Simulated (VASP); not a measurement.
A run of VASP 6.6.1 is set up as follows.

File INCAR:

```
  PREC = Accurate
  ENCUT = 520
  EDIFF = 1E-7
  ISMEAR = 0
  SIGMA = 0.03
  LREAL = False
  LASPH = True
  NELM = 100
  ALGO = Normal
  ISIF = 2
  LWAVE = False
  LCHARG = False
  GGA = PE
  NBANDS = 17
```

The input KPOINTS:

```
regular mesh
0
Gamma
  10 10 10
```

POSCAR

```
SnTe
1.0
    0.0000000000      2.9039800000      3.1565000000
    2.9039800000      0.0000000000      3.1565000000
    2.9039800000      2.9039800000      0.0000000000
Sn Te
1 1
Direct
    0.0000000000      0.0000000000      0.0000000000
    0.5000000000      0.5000000000      0.5000000000
```

Potentials or basis: VASP PAW PBE potentials, release 64 (Sn_d, Te).

The run is started by

```console
$ cat potpaw_PBE.64/Sn_d/POTCAR potpaw_PBE.64/Te/POTCAR > POTCAR
$ mpirun -np 1 vasp_std > vasp.out
```

Q: Predict the band gap on the k mesh.

A: Zero (band 10 reaches 9.56 eV, above the bottom of band 11 at 8.92 eV).

Q: Predict the pressure.

A: 14.7 GPa.

Stress tensor (GPa, compression positive):
```
20.42  0.00  0.00
 0.00 20.42  0.00
 0.00  0.00  3.31
```

Caveat: the cell differs from its parent crystal (strain -0.080 along x and y, +0.000 along z); spin-orbit coupling is left out, which moves the levels of the heavy elements.
